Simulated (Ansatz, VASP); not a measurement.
## Two plane-wave programs on GeS

```
Ge S
1.0
    10.78075    0.00000    0.00000
     0.00000    3.60314    0.00000
     0.00000    0.00000    4.52313
Ge S
4 4
Direct
  0.87225 0.25000 0.36689
  0.12775 0.75000 0.63311
  0.62775 0.75000 0.86689
  0.37225 0.25000 0.13311
  0.65483 0.25000 0.51479
  0.34517 0.75000 0.48521
  0.84517 0.75000 0.01479
  0.15483 0.25000 0.98521
```

Alike in both runs: functional r2SCAN; k mesh 3 × 9 × 7; occupations fermi-dirac, width 0.01 eV; no spin polarisation.

Ansatz relaxed the structure, and its values are those at the end. VASP's run is a single point on that final structure, the one shown.

|  | VASP | Ansatz |
| --- | --- | --- |
| version | VASP 6.6.1 | Ansatz 0.2.0 |
| potentials or method | VASP PAW PBE potentials, release 64 (Ge_d, S) | plane-wave PAW, scalar-relativistic |
| plane-wave cutoff (eV) | 550 | 500 |
| valence electrons in the cell | 80 | 80 |

VASP gave:

* gap on the k mesh at the Fermi level (eV): 1.37
* pressure (GPa): 0.1
* rms of the force components (eV/Å): 0.008

What did Ansatz give for the same quantities?

gap on the k mesh at the Fermi level (eV): 1.37; pressure (GPa): 0.1; rms of the force components (eV/Å): 0.007.

VASP's potentials were made for PBE, not for r2SCAN. Ansatz's warnings: stress scf threshold loose.
